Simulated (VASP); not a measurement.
# Cs (Im-3m) in VASP: a series of runs, part 2 of 2

VASP 6.6.1. Earlier steps stand in the parts before.

### Step 3. Relaxation of volume and atoms at fixed shape, r2SCAN

This run uses another cell than the first one, of 111.66 Å³/atom.

POSCAR reads:

```
Cs
1.0
   -3.0335000000      3.0335000000      3.0335000000
    3.0335000000     -3.0335000000      3.0335000000
    3.0335000000      3.0335000000     -3.0335000000
Cs
1
Direct
    0.0000000000      0.0000000000      0.0000000000
```

INCAR.step1 reads:

```
SYSTEM = Cs
ALGO     = Normal         ! electronic algorithm
EDIFF    = 1E-5           ! SCF threshold, eV
EDIFFG   = -0.005         ! ionic threshold
ENCUT    = 550            ! plane-wave cutoff, eV
GGA      = PE             ! functional
GGA_COMPAT= .False.      
IBRION   = 2              ! ionic algorithm
ISIF     = 3              ! what is computed and relaxed
ISMEAR   = -1             ! smearing method
LASPH    = .True.         ! aspherical terms in the spheres
LCHARG   = .False.        ! write CHGCAR
LREAL    = .False.        ! projectors in reciprocal space
LWAVE    = .True.         ! write WAVECAR
NELM     = 120            ! most SCF steps
NELMIN   = 4            
NSW      = 100            ! ionic steps
PREC     = Accurate       ! precision mode
SIGMA    = 0.05           ! smearing width, eV
```

INCAR.step2 reads:

```
SYSTEM = Cs
ALGO     = Normal         ! electronic algorithm
EDIFF    = 1E-7           ! SCF threshold, eV
EDIFFG   = -0.02          ! ionic threshold
ENCUT    = 550            ! plane-wave cutoff, eV
GGA_COMPAT= .False.      
IBRION   = 2              ! ionic algorithm
ISIF     = 8              ! what is computed and relaxed
ISMEAR   = -1             ! smearing method
ISTART   = 1            
LASPH    = .True.         ! aspherical terms in the spheres
LCHARG   = .False.        ! write CHGCAR
LMIXTAU  = .True.       
LREAL    = .False.        ! projectors in reciprocal space
LWAVE    = .False.        ! write WAVECAR
METAGGA  = R2SCAN         ! meta-GGA
NELM     = 120            ! most SCF steps
NELMIN   = 4            
NSW      = 80             ! ionic steps
PREC     = Accurate       ! precision mode
SIGMA    = 0.05           ! smearing width, eV
```

KPOINTS reads:

```
k-points
0
Gamma
  5 5 5
  0 0 0
```

Potentials or basis: VASP PAW PBE potentials, release 64 (Cs_sv).

Launch:

```bash
cat potpaw_PBE.64/Cs_sv/POTCAR > POTCAR
cp INCAR.step1 INCAR
mpirun -np 1 vasp_std > vasp.out
cp INCAR.step2 INCAR
mpirun -np 1 vasp_std > vasp.out
```

OUTCAR:

```text
SYSTEM = Cs
   EDIFF = 1E-7
   EDIFFG = -0.02
   ENCUT = 550
   IBRION = 2
   ISIF = 8
   ISMEAR = -1
   ISTART = 1
   LASPH = .True.
   LREAL = .False.
   METAGGA = R2SCAN
   NELM = 120
   NELMIN = 4
   NSW = 80
   PREC = Accurate

 ion  position               nearest neighbor table
   1  0.000  0.000  0.000-

  LATTYP: Found a body centered cubic cell.
 ALAT       =     6.0670000000

  Lattice vectors:

 A1 = (  -3.0335000000,   3.0335000000,   3.0335000000)
 A2 = (   3.0335000000,  -3.0335000000,   3.0335000000)
 A3 = (   3.0335000000,   3.0335000000,  -3.0335000000)

Analysis of symmetry for initial positions (statically):
=====================================================================
 Subroutine PRICEL returns:
 Original cell was already a primitive cell.

 Routine SETGRP: Setting up the symmetry group for a
 body centered cubic supercell.

 Subroutine GETGRP returns: Found 48 space group operations
 (whereof 48 operations were pure point group operations)
 out of a pool of 48 trial point group operations.

The static configuration has the point symmetry O_h .

[... 129 lines left out ...]
  volume of cell :      111.66
 maximum number of plane-waves:      3319
   NGX = 21   NGY = 21   NGZ = 21

--------------------------------------- Ionic step        1  -------------------------------------------

 number of electron       8.9999999 magnetization

 Free energy of the ion-electron system (eV)
  ---------------------------------------------------
  ext. energy  EPLUGINS =         0.00000000
  ---------------------------------------------------
  free energy    TOTEN  =       -25.02377866 eV

  energy without entropy =      -25.01160652  energy(sigma->0) =      -25.01769259

------------------------ aborting loop because EDIFF is reached ----------------------------------------

  FORCE on cell =-STRESS in cart. coord.  units (eV):
  Direction    XX          YY          ZZ          XY          YZ          ZX
  --------------------------------------------------------------------------------------
  -------------------------------------------------------------------------------------
  Total        0.1350627      0.1350627      0.1350627     -0.0000000      0.0000000     -0.0000000
  in kB        1.9380016      1.9380016      1.9380016     -0.0000000      0.0000000     -0.0000000
  external PRESSURE =       1.9380016 kB  Pullay stress =       0.0000000 kB
[... 57 lines left out ...]
--------------------------------------- Ionic step        3  -------------------------------------------

 number of electron       9.0000001 magnetization

 Free energy of the ion-electron system (eV)
  ---------------------------------------------------
  ext. energy  EPLUGINS =         0.00000000
  ---------------------------------------------------
  free energy    TOTEN  =       -25.02952566 eV

  energy without entropy =      -25.01730685  energy(sigma->0) =      -25.02341626

 E-fermi :   0.4623     XC(G=0):  -5.5107

 val. band max:        0.1735822500   @ k =   0.4000   0.0000   0.0000
 cond. band min:       0.5014253627   @ k =  -0.4000   0.4000   0.2000
 fundamental gap:      0.3278431127
 Fermi energy:         0.4622680867

 k-point     1 :       0.0000    0.0000    0.0000
  band No.  band energies     occupation
      1     -24.3961      2.00000
      2     -10.7691      2.00000
      3     -10.7691      2.00000
      4     -10.7691      2.00000
      5      -1.3055      2.00000
      6       3.2084      0.00000
      7       3.2084      0.00000
      8       3.2084      0.00000
[... 125 lines left out ...]
  FREE ENERGIE OF THE ION-ELECTRON SYSTEM (eV)
  ---------------------------------------------------
  free  energy   TOTEN  =       -25.0295256633 eV

  energy  without entropy=      -25.0173068504  energy(sigma->0) =      -25.02341626

 reached required accuracy - stopping structural energy minimisation
```

OSZICAR.step1:

```text
N       E                     dE             d eps       ncg     rms          rms(c)
DAV:   1     0.583319996425E+02    0.58332E+02   -0.30602E+03   160   0.822E+02
DAV:   2     0.445016063645E+01   -0.53882E+02   -0.49470E+02   224   0.123E+02
DAV:   3    -0.802241161418E+00   -0.52524E+01   -0.52524E+01   168   0.483E+01
[... 14 lines left out ...]
DAV:   1    -0.889992209689E+00   -0.28005E-01   -0.60299E-01   160   0.501E+00    0.676E-01
DAV:   2    -0.869229357412E+00    0.20763E-01   -0.27950E-02   160   0.106E+00    0.312E-01
DAV:   3    -0.862569803852E+00    0.66596E-02   -0.24964E-02   168   0.951E-01    0.641E-02
DAV:   4    -0.862542480776E+00    0.27323E-04   -0.99021E-05   208   0.897E-02    0.291E-02
DAV:   5    -0.862534267262E+00    0.82135E-05   -0.26337E-05   160   0.362E-02
   3 F= -.86253427E+00 E0= -.85638301E+00  d E =-.909823E-03
```

Run time: 3 min. Hardware: 1 thread of AMD EPYC 7R43 (Zen 3), shared host; peak memory 0.22 GiB.

What came out:

- Free energy: -25.0295 eV
- Relaxed volume: 120.62 Å³/atom
- Relaxed cell: a = 5.391 Å, b = 5.391 Å, c = 5.391 Å, α = 109.47°, β = 109.47°, γ = 109.47°
- Space group after relaxing (to 0.1 Å): Im-3m (No. 229)
- Energy gained by relaxing: 5.7 meV/atom
- Ionic steps: 3
- Pressure after relaxing: 0.0 GPa
- Band gap on the k mesh: zero (an odd number of electrons rules out a gap without spin polarisation)

Step by step:
```tsv
step	energy change (eV)	largest force (eV/Å)	pressure (GPa)	volume (Å³)
1	0.0000	0.0000	0.19	111.66
2	-0.0023	0.0000	0.15	113.86
3	-0.0057	0.0000	0.02	120.62
```

Final structure:
```
Cs
1.0
    -3.11256    3.11256    3.11256
     3.11256   -3.11256    3.11256
     3.11256    3.11256   -3.11256
Cs
1
Direct
  0.00000 0.00000 0.00000
```

Caveat: the PAW data sets were made with another functional, which shifts forces and pressure a little; spin-orbit coupling is left out, which moves the levels of the heavy elements.

The gap in the log of VASP goes by the Fermi energy; the results here count the filled bands.